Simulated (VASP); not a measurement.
Write the native input for VASP 6.6.1 that does the following.

| Property | Result |
| --- | --- |
| Task | single point |
| Functional | LDA |
| Potentials or basis | VASP PAW LDA potentials, release 64 (Cs_sv, Pb_d, Br) |
| Cutoff | 520 eV |
| k mesh | 4 × 4 × 4 |
| Occupations | fermi-dirac, width 0.02 eV |
| Spin | no spin polarisation |
| Dipole correction | no |
| Further INCAR settings | ALGO = Normal; EDIFF = 1e-06; NBANDS = 30 |

The structure of CsPbBr3 lies in POSCAR:

```
CsPbBr3
1.0
    5.7838013099      0.0000000000      0.0000000000
    0.0000000000      5.7838013099      0.0000000000
    0.0000000000      0.0000000000      5.7838013099
Cs Pb Br
1 1 3
Direct
    0.0000000000      0.0000000000      0.0000000000
    0.5000000000      0.5000000000      0.5000000000
    0.5000000000      0.5000000000      0.0000000000
    0.5000000000      0.0000000000      0.5000000000
    0.0000000000      0.5000000000      0.5000000000
```

The input as run:

INCAR

```
SYSTEM = CsPbBr3
  ALGO = Normal
  EDIFF = 1E-6
  ENCUT = 520
  ISIF = 2
  ISMEAR = -1
  LASPH = .TRUE.
  LCHARG = .FALSE.
  LREAL = .FALSE.
  LWAVE = .FALSE.
  NBANDS = 30
  NELM = 80
  PREC = Accurate
  SIGMA = 0.02
```

KPOINTS

```
k-points
0
G
  4 4 4
  0 0 0
```

Potentials or basis: VASP PAW LDA potentials, release 64 (Cs_sv, Pb_d, Br).

Command:

```console
$ cat potpaw_LDA.64/Cs_sv/POTCAR potpaw_LDA.64/Pb_d/POTCAR potpaw_LDA.64/Br/POTCAR > POTCAR
$ mpirun -np 1 vasp_std > vasp.out
```

It gave:

```yaml
Pressure: 0.0 GPa
Band_gap_on_the_k_mesh: 1.16 eV
```

Caveat: spin-orbit coupling is left out, which moves the levels of the heavy elements.

It took 39 s on 1 thread of AMD EPYC 9R45 96-Core Processor (Zen 5), on a shared host, peak memory 0.25 GiB.
